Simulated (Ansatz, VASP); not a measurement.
**InAsS4 in VASP and in Ansatz**

```xyz
6
Lattice="0.0000 4.0290 4.0290 4.0290 0.0000 4.0290 4.0290 4.0290 0.0000" Properties=species:S:1:pos:R:3 pbc="T T T"
In    6.0435    6.0435    6.0435
As    0.0000    0.0000    0.0000
S     3.0166    5.0415    5.0415
S     3.0166    3.0166    3.0166
S     5.0415    5.0415    3.0166
S     5.0415    3.0166    5.0415
```

Change from the starting cell: species swapped into the TmCu4Ag type (F-43m, No. 216).

Alike in both runs: task relaxation of cell and atoms; functional PBE; k mesh 4 × 4 × 4; occupations gaussian, width 0.1 eV; no spin polarisation.

|  | VASP | Ansatz |
| --- | --- | --- |
| version | VASP 6.6.1 | Ansatz 0.2.0 |
| potentials or method | VASP PAW PBE potentials, release 64 (In_d, As, S), cutoff 600 eV | scalar-relativistic, plane waves, PAW |
| valence electrons in the cell | 42 | 52 |

|  | VASP | Ansatz | Ansatz less VASP |
| --- | --- | --- | --- |
| gap on the k mesh at the Fermi level, each at its own relaxed structure (eV) | none | none | - |
| relaxed volume (Å³/atom) | 19.66 | 19.66 | +0.002 |
| relaxed cell length with the largest relative difference (Å) | 5.505 | 5.505 | +0.0002 |

A gap of «none» marks a metal or a gap that the smearing closes. VASP's potentials hold 42 valence electrons a cell and Ansatz's 52, so a difference there can come from the potentials and not from the codes.
